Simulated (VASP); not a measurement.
MnO2: single point with PBE

MnO2:

```
Mn O
1.0
     1.42843    0.82471    4.58393
    -1.42843    0.82471    4.58393
     0.00000   -1.64941    4.58393
Mn O
1 2
Direct
  0.00000 0.00000 0.00000
  0.26436 0.26436 0.26436
  0.73564 0.73564 0.73564
```

```yaml
Program: VASP 6.6.1
Task: single point
Functional: PBE
Potentials_or_basis: VASP PAW PBE potentials, release 64 (Mn_pv, O)
Cutoff: 600 eV
k_mesh: 3 × 3 × 3
Occupations: methfessel-paxton, width 0.044 eV
Spin: collinear spin, ferromagnetic start
Starting_moments: "[2.74, 0.0, 0.0] μB"
Dipole_correction: no
Further_INCAR_settings: ALGO = Normal; EDIFF = 1e-06; NBANDS = 24
```

```yaml
Pressure: 6.2 GPa
Largest_force: 0.357 eV/Å
Band_gap_on_the_k_mesh: 0.95 eV
Net_moment: 3.00 μB per cell
Site_moments: Mn +2.87; O +0.03 μB
Valence_electrons_inside_the_program's_atomic_spheres: Mn 11.74; O 5.00
```

Forces on the atoms (eV/Å):
```
Mn   0.000  0.000  0.000
O    0.000  0.000 -0.357
O    0.000  0.000  0.357
```

Stress tensor (GPa, compression positive):
```
6.68 0.00 0.00
0.00 6.68 0.00
0.00 0.00 5.17
```

Levels at points of the mesh, in eV from the valence-band top:
Spin up:
| k point | band 10 | band 11 | band 12 | band 13 | band 14 | band 15 | band 16 | band 17 | band 18 | band 19 |
| --- | --- | --- | --- | --- | --- | --- | --- | --- | --- | --- |
| (0.00, 0.00, 0.00) | -2.33 | -1.23 | -1.23 | -1.00 | -0.23 | 3.04 | 3.04 | 7.33 | 10.52 | 15.09 |
Spin down:
```
           k point  band 9  band 10  band 11  band 12  band 13  band 14
(0.00, 0.00, 0.00)   -1.19    -1.19    -0.85     0.95     0.95     2.58
```

Run time: 23 s on 1 thread of AMD EPYC 9R45 96-Core Processor (Zen 5), with other jobs on the host, peak memory 0.24 GiB.

Caveat: the k points lie up to 0.86 Å⁻¹ apart; an odd mesh through Γ misses points on the zone boundary, where band edges can lie; a cell with one magnetic atom can't hold antiferromagnetic order, which such compounds often take.
